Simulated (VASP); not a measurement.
# Tc (P6_3/mmc) in VASP: notebook, part 3 of 3

VASP 6.6.1. Earlier steps stand in the parts before.

### Step 7. Relaxation of cell and atoms, LDA, target pressure 45 GPa, at which the enthalpy is minimised

This run uses another cell than the first one, of 14.30 Å³/atom, 1.080 times its volume.

Input file INCAR:

```
  PREC = Accurate
  ENCUT = 600
  EDIFF = 1E-6
  ISMEAR = 1
  SIGMA = 0.05
  LREAL = F
  LASPH = T
  NELM = 60
  ALGO = Normal
  ISIF = 3
  LWAVE = F
  LCHARG = F
  IBRION = 2
  NSW = 80
  EDIFFG = -0.03
  PSTRESS = 450.0
```

Input file KPOINTS:

```
regular mesh
0
Gamma
  9 9 5
```

Input file POSCAR:

```
Tc
1.0
    2.7400000000      0.0000000000      0.0000000000
   -1.3700000000      2.3729096064      0.0000000000
    0.0000000000      0.0000000000      4.3980000000
Tc
2
Direct
    0.3333330000      0.6666670000      0.2500000000
    0.6666670000      0.3333330000      0.7500000000
```

Potentials or basis: VASP PAW LDA potentials, release 64 (Tc_pv).

On the command line:

```console
$ cat potpaw_LDA.64/Tc_pv/POTCAR > POTCAR
$ mpirun -np 1 vasp_std > vasp.out
```

OUTCAR:

```text
PREC = Accurate
   ENCUT = 600
   EDIFF = 1E-6
   ISMEAR = 1
   LREAL = F
   LASPH = T
   NELM = 60
   ISIF = 3
   IBRION = 2
   NSW = 80
   EDIFFG = -0.03
   PSTRESS = 450.0

 ion  position               nearest neighbor table
   1  0.333  0.667  0.250-   2 2.71   2 2.71   2 2.71   2 2.71   2 2.71   2 2.71
   2  0.667  0.333  0.750-   1 2.71   1 2.71   1 2.71   1 2.71   1 2.71   1 2.71

  LATTYP: Found a hexagonal cell.
 ALAT       =     2.7400000000
 C/A-ratio  =     1.6051094891

  Lattice vectors:

 A1 = (   2.7400000000,   0.0000000000,   0.0000000000)
 A2 = (  -1.3700000000,   2.3729096064,   0.0000000000)
 A3 = (   0.0000000000,   0.0000000000,   4.3980000000)

Analysis of symmetry for initial positions (statically):
=====================================================================
 Subroutine PRICEL returns:
 Original cell was already a primitive cell.

 Routine SETGRP: Setting up the symmetry group for a
 hexagonal supercell.

 Subroutine GETGRP returns: Found 24 space group operations
 (whereof 12 operations were pure point group operations)
 out of a pool of 24 trial point group operations.

The static configuration has the point symmetry D_3d.
 The point group associated with its full space group is D_6h.

Analysis of symmetry for dynamics (positions and initial velocities):
=====================================================================
 Subroutine PRICEL returns:
 Original cell was already a primitive cell.

 Routine SETGRP: Setting up the symmetry group for a
 hexagonal supercell.

 Subroutine GETGRP returns: Found 24 space group operations
 (whereof 12 operations were pure point group operations)
 out of a pool of 24 trial point group operations.

The dynamic configuration has the point symmetry D_3d.
 The point group associated with its full space group is D_6h.

 Subroutine INISYM returns: Found 24 space group operations
 (whereof 12 operations are pure point group operations),
 and found     1 'primitive' translations
[... 117 lines left out ...]
  Fermi-wavevector in a.u.,A,eV,Ry     =   1.586002  2.997108 34.224109  2.515401
  Thomas-Fermi vector in A             =   2.685380
   LORBIT       =      0    0 simple, 1 ext, 2 COOP (PROOUT), +10 PAW based schemes
   GGA     = CA    functional components
   LHFCALC =     F    Hartree Fock is set to
   AEXX    =    0.0000 exact exchange contribution
   IVDW    =     0    specifies the selected vdW correction
   LEPSILON=     F    determine dielectric tensor
   LRPA    =     F    only Hartree local field effects (RPA)
 conjugate gradient relaxation of ions
 non-spin polarized calculation
 Methfessel and Paxton  Order N= 1 SIGMA  =   0.05
  energy-cutoff  :      600.00
  volume of cell :       28.59
 maximum number of plane-waves:       977
 NGX is ok and might be reduce to    24
   NGX = 11   NGY = 11   NGZ = 17

--------------------------------------- Ionic step        1  -------------------------------------------

 number of electron      26.0000001 magnetization

 Free energy of the ion-electron system (eV)
  ---------------------------------------------------
  ext. energy  EPLUGINS =         0.00000000
  ---------------------------------------------------
  free energy    TOTEN  =       -23.42247232 eV

  energy without entropy =      -23.42234235  energy(sigma->0) =      -23.42242899

------------------------ aborting loop because EDIFF is reached ----------------------------------------

  FORCE on cell =-STRESS in cart. coord.  units (eV):
  Direction    XX          YY          ZZ          XY          YZ          ZX
  --------------------------------------------------------------------------------------
  -------------------------------------------------------------------------------------
  Total       -2.0237891     -2.0237891     -2.0385981     -0.0000000      0.0000000      0.0000000
  in kB     -113.3936822   -113.3936822   -114.2234334     -0.0000000      0.0000000      0.0000000
  external PRESSURE =    -563.6702659 kB  Pullay stress =     450.0000000 kB
[... 139 lines left out ...]
--------------------------------------- Ionic step        5  -------------------------------------------

 number of electron      25.9999999 magnetization

 Free energy of the ion-electron system (eV)
  ---------------------------------------------------
  ext. energy  EPLUGINS =         0.00000000
  ---------------------------------------------------
  free energy    TOTEN  =       -23.10721119 eV

  energy without entropy =      -23.10756828  energy(sigma->0) =      -23.10733022

 E-fermi :  15.2778     XC(G=0): -14.8670

 val. band max:       15.2640025898   @ k =   0.3333  -0.0000   0.2000
 cond. band min:      15.3170806941   @ k =   0.4444   0.1111   0.4000
 fundamental gap:      0.0530781043
 Fermi energy:        15.2778380542

 k-point     1 :       0.0000    0.0000    0.0000
  band No.  band energies     occupation
      1     -24.6726      2.00000
      2     -22.8751      2.00000
      3     -22.8750      2.00000
      4     -22.5883      2.00000
      5     -22.5883      2.00000
      6     -22.5654      2.00000
[... 457 lines left out ...]
      4     -23.4985      2.00000
      5     -23.1710      2.00000
      6     -23.1710      2.00000
[... 9 lines left out ...]
     16      18.0738      0.00000
     17      24.7694      0.00000

 [... further k-points ...]
[... 5 lines left out ...]
  --------------------------------------------------------------------------------------
  -------------------------------------------------------------------------------------
  Total        7.0111988      7.0111988      7.0307059      0.0000000      0.0000000     -0.0000000
  in kB      452.2896903    452.2896904    453.5480863      0.0000000      0.0000000     -0.0000000
  external PRESSURE =       2.7091557 kB  Pullay stress =     450.0000000 kB
[... 21 lines left out ...]
  energy  without entropy=      -23.1075682847  energy(sigma->0) =      -23.10733022

  enthalpy is  TOTEN    =       -16.1315062292 eV   P V=        6.9757049651

 reached required accuracy - stopping structural energy minimisation
```

OSZICAR:

```text
N       E                     dE             d eps       ncg     rms          rms(c)
DAV:   1     0.329173242567E+03    0.32917E+03   -0.18174E+04  1232   0.180E+03
DAV:   2    -0.164049837439E+02   -0.34558E+03   -0.34231E+03  1374   0.479E+02
[... 46 lines left out ...]
DAV:   1    -0.232970212290E+02   -0.39322E-01   -0.57886E+00  1253   0.299E+01    0.483E+00
DAV:   2    -0.231161989539E+02    0.18082E+00   -0.47693E-01  1251   0.776E+00    0.817E-01
DAV:   3    -0.231039117277E+02    0.12287E-01   -0.76322E-02  1294   0.281E+00    0.677E-01
DAV:   4    -0.231070264093E+02   -0.31147E-02   -0.31213E-03  1236   0.482E-01    0.524E-02
DAV:   5    -0.231071891551E+02   -0.16275E-03   -0.78775E-04  1299   0.278E-01    0.330E-02
DAV:   6    -0.231072112028E+02   -0.22048E-04   -0.47055E-05  1229   0.628E-02    0.805E-03
DAV:   7    -0.231072111944E+02    0.84233E-08   -0.11127E-06   680   0.111E-02
   5 F= -.16131506E+02 E0= -.16131625E+02  d E =-.740391E+00
```

CONTCAR:

```text
Tc
   1.00000000000000
     2.6143308149041156   -0.0000000000000000    0.0000000000000000
    -1.3071654074520578    2.2640768996321041    0.0000000000000000
    -0.0000000000000000    0.0000000000000000    4.1959901212753303
  Tc
     2
Direct
     0.3333330000000032    0.6666669999999968    0.2500000000000000
     0.6666669999999968    0.3333330000000032    0.7500000000000000

  0.00000000E+00  0.00000000E+00  0.00000000E+00
  0.00000000E+00  0.00000000E+00  0.00000000E+00
```

It took 25 s on 1 thread of Intel Xeon 6975P-C (Granite Rapids), shared host; peak memory 0.16 GiB.

Results:

```
Free energy                                            : -23.1072 eV
Relaxed volume                                         : 12.42 Å³/atom
Relaxed cell                                           : a = 2.614 Å, b = 2.614 Å, c = 4.196 Å, α = 90.00°, β = 90.00°, γ = 120.00°
Space group after relaxing (to 0.05 Å)                 : P6_3/mmc (No. 194)
Energy change on relaxing (the enthalpy is what falls) : +157.6 meV/atom
Ionic steps                                            : 5
Pressure after relaxing                                : 45.3 GPa
Band gap on the k mesh                                 : zero (band 13 reaches 16.45 eV, above the bottom of band 14 at 13.78 eV)
```

Step by step:
| step | energy change (eV) | largest force (eV/Å) | pressure (GPa) | volume (Å³) |
| --- | --- | --- | --- | --- |
| 1 | 0.0000 | 0.0000 | -11.37 | 28.59 |
| 2 | 33.9266 | 0.0000 | 1390.02 | 12.42 |
| 3 | 0.0662 | 0.0000 | 22.62 | 26.03 |
| 4 | 0.1648 | 0.0000 | 32.90 | 25.46 |
| 5 | 0.3153 | 0.0000 | 45.27 | 24.84 |

Final structure:
```cif
data_structure
_symmetry_space_group_name_H-M 'P 1'
_symmetry_Int_Tables_number 1
_cell_length_a 2.6143
_cell_length_b 2.6143
_cell_length_c 4.1960
_cell_angle_alpha 90.000
_cell_angle_beta 90.000
_cell_angle_gamma 120.000
_cell_volume 24.84
loop_
_atom_site_label
_atom_site_type_symbol
_atom_site_fract_x
_atom_site_fract_y
_atom_site_fract_z
_atom_site_occupancy
Tc1 Tc 0.33333 0.66667 0.25000 1
Tc2 Tc 0.66667 0.33333 0.75000 1
```

Caveat: the cell is relaxed towards a set pressure, so the enthalpy falls and the energy may rise.

### Step 8. Overview

| task | cell | cutoff (eV) | gap on the mesh (eV) | pressure (GPa) |
| --- | --- | --- | --- | --- |
| single point | a = 2.670, b = 2.670, c = 4.289 Å, angles 90.0, 90.0, 120.0°, 2 atoms | 520 | none | 15.1 |
| single point | a = 2.706, b = 2.706, c = 4.346 Å, angles 90.0, 90.0, 120.0°, 2 atoms | 520 | none | 0.1 |
| relaxation of cell and atoms | relaxed from a = 2.740, b = 2.740, c = 4.398 Å, angles 90.0, 90.0, 120.0°, 2 atoms | 600 | none | -0.1 |
| relaxation of cell and atoms | relaxed to 15 GPa from a = 2.740, b = 2.740, c = 4.398 Å, angles 90.0, 90.0, 120.0°, 2 atoms | 600 | none | 15.0 |
| relaxation of cell and atoms | relaxed to 30 GPa from a = 2.740, b = 2.740, c = 4.398 Å, angles 90.0, 90.0, 120.0°, 2 atoms | 600 | none | 30.0 |
| relaxation of cell and atoms | relaxed to 45 GPa from a = 2.740, b = 2.740, c = 4.398 Å, angles 90.0, 90.0, 120.0°, 2 atoms | 600 | none | 45.3 |

Alike in all rows: level LDA; potentials or basis VASP PAW LDA potentials, release 64 (Tc_pv); no spin polarisation; k mesh 9 × 9 × 5; smearing methfessel-paxton 0.05 eV.

Caveats: the cell is relaxed towards a set pressure, so the enthalpy falls and the energy may rise (some runs).

Total energies depend on the potentials used, so only differences within one code and one set of settings carry meaning.
